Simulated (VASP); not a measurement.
Input of a VASP 6.6.1 run:

File POSCAR:

```
AlN
1.0
    3.1130000000      0.0000000000      0.0000000000
   -1.5565000000      2.6959370820      0.0000000000
    0.0000000000      0.0000000000      4.9810000000
Al N
2 2
Direct
    0.6666666667      0.3333333333      0.5000000000
    0.3333333333      0.6666666667      0.0000000000
    0.6666666667      0.3333333333      0.8800000000
    0.3333333333      0.6666666667      0.3800000000
```

INCAR.step1

```
SYSTEM = AlN
PREC     = Accurate       ! precision mode
ENCUT    = 520            ! plane-wave cutoff, eV
EDIFF    = 1E-5           ! SCF threshold, eV
ISMEAR   = -1             ! smearing method
SIGMA    = 0.05           ! smearing width, eV
LREAL    = .False.        ! projectors in reciprocal space
LASPH    = .True.         ! aspherical terms in the spheres
NELM     = 80             ! most SCF steps
ALGO     = Normal         ! electronic algorithm
ISIF     = 2              ! what is computed and relaxed
LWAVE    = .True.         ! write WAVECAR
LCHARG   = .False.        ! write CHGCAR
GGA      = PE             ! functional
NBANDS   = 16             ! bands
```

File INCAR.step2:

```
SYSTEM = AlN
PREC     = Accurate       ! precision mode
ENCUT    = 520            ! plane-wave cutoff, eV
EDIFF    = 1E-6           ! SCF threshold, eV
ISMEAR   = -1             ! smearing method
SIGMA    = 0.05           ! smearing width, eV
LREAL    = .False.        ! projectors in reciprocal space
LASPH    = .True.         ! aspherical terms in the spheres
NELM     = 80             ! most SCF steps
ALGO     = Normal         ! electronic algorithm
ISIF     = 2              ! what is computed and relaxed
LWAVE    = .False.        ! write WAVECAR
LCHARG   = .False.        ! write CHGCAR
METAGGA  = R2SCAN         ! meta-GGA
LHFCALC  = .True.         ! exact exchange
AEXX     = 0.1            ! exact-exchange fraction
LMIXTAU  = .True.       
PRECFOCK = Normal       
ISTART   = 1            
NBANDS   = 16             ! bands
```

File KPOINTS:

```
Automatic mesh
0
Gamma
  5 5 3
  0 0 0
```

Potentials or basis: VASP PAW PBE potentials, release 64 (Al, N).

The run is started by

```sh
$ cat potpaw_PBE.64/Al/POTCAR potpaw_PBE.64/N/POTCAR > POTCAR
$ cp INCAR.step1 INCAR
$ mpirun -np 1 vasp_std > vasp.out
$ cp INCAR.step2 INCAR
$ mpirun -np 1 vasp_std > vasp.out
```

Question: Predict the pressure.

Answer: -2.6 GPa.

Question: What does it give for the band gap on the k mesh?

Answer: 5.64 eV.

Question: What does it give for the largest force?

Answer: 0.128 eV/Å.

Forces in eV/Å, atoms in the order of the input:
```
Al   0.000  0.000 -0.128
Al   0.000  0.000 -0.128
N    0.000  0.000  0.128
N    0.000  0.000  0.128
```

Caveat: the k points lie up to 0.47 Å⁻¹ apart; the PAW data sets were made with another functional, which shifts forces and pressure a little.
